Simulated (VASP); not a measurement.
Set up this calculation in VASP 6.6.1, as the native input.

```
Task                   : relaxation of shape and atoms at fixed volume
Functional             : PBEsol
Potentials or basis    : VASP PAW PBE potentials, release 64 (Al)
Cutoff                 : 600 eV
k mesh                 : 17 × 17 × 9
Occupations            : fermi-dirac, width 0.05 eV
Spin                   : no spin polarisation
Dipole correction      : no
Further INCAR settings : ALGO = Normal; EDIFF = 1e-06; IBRION = 2; EDIFFG = -0.005; NSW = 50; ISIF = 4
```

The structure of Al lies in POSCAR:

```
Al
1.0
    2.5306377861      0.0000000000      0.0000000000
   -1.2653188931      2.1915966106      0.0000000000
    0.0000000000      0.0000000000      4.1168676290
Al
2
Direct
    0.3333333333      0.6666666667      0.2500000000
    0.6666666667      0.3333333333      0.7500000000
```

These files were run (other wordings do the same):

INCAR

```
SYSTEM = Al
ALGO = Normal ; EDIFF = 1E-6
EDIFFG = -0.005 ; ENCUT = 600
GGA = PS ; IBRION = 2
ISIF = 4 ; ISMEAR = -1
LASPH = .True. ; LCHARG = .False.
LREAL = .False. ; LWAVE = .False.
NELM = 80 ; NSW = 50
PREC = Accurate ; SIGMA = 0.05
```

KPOINTS

```
k-points
0
Gamma
  17 17 9
  0 0 0
```

Potentials or basis: VASP PAW PBE potentials, release 64 (Al).

Launch:

```sh
$ cat potpaw_PBE.64/Al/POTCAR > POTCAR
$ mpirun -np 1 vasp_std > vasp.out
```

It gave:

| Quantity | Value |
| --- | --- |
| Energy gained by relaxing | 0.3 meV/atom |
| Ionic steps | 3 |
| Pressure after relaxing | 60.5 GPa |
| Band gap on the k mesh | zero (band 3 reaches 16.20 eV, above the bottom of band 4 at 8.97 eV) |

Caveat: the PAW data sets were made with another functional, which shifts forces and pressure a little.

Wall time 29 s on 1 thread of AMD EPYC 7R13 Processor (Zen 3) (shared host), peak memory 0.12 GiB.
